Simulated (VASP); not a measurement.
Crystal: SiMo3.

```
Si Mo
1.0
     4.90645    0.00000    0.00000
     0.00000    4.90645    0.00000
     0.00000    0.00000    4.90645
Si Mo
2 6
Direct
  0.00000 0.00000 0.02446
  0.50000 0.50000 0.50000
  0.25000 0.00000 0.50000
  0.50000 0.75000 0.00000
  0.75000 0.00000 0.50000
  0.50000 0.25000 0.00000
  0.00000 0.50000 0.75000
  0.00000 0.50000 0.25000
```

Base run:

```yaml
Program: VASP 6.6.1
Functional: revPBE
Potentials_or_basis: VASP PAW PBE potentials, release 64 (Si, Mo_sv)
Cutoff: 520 eV
k_mesh: 8 × 8 × 8
Occupations: fermi-dirac, width 0.15 eV
Spin: no spin polarisation
```

Its results: band gap on the k mesh zero (band 46 reaches 13.87 eV, above the bottom of band 47 at 11.47 eV); pressure 3.3 GPa; largest force 1.139 eV/Å.

Question: The run is repeated on the same cell with these changes: functional from revPBE to PBE; occupations from fermi-dirac, width 0.15 eV to gaussian, width 0.15 eV. What comes out?

Answer: Band gap on the k mesh zero (band 46 reaches 13.82 eV, above the bottom of band 47 at 11.42 eV); pressure 0.8 GPa; largest force 1.131 eV/Å.

Caveats: the PAW data sets were made with another functional, which shifts forces and pressure a little (some runs); forces of over 1 eV/Å act on the atoms, so gaps and moduli don't describe the material at rest (some runs).
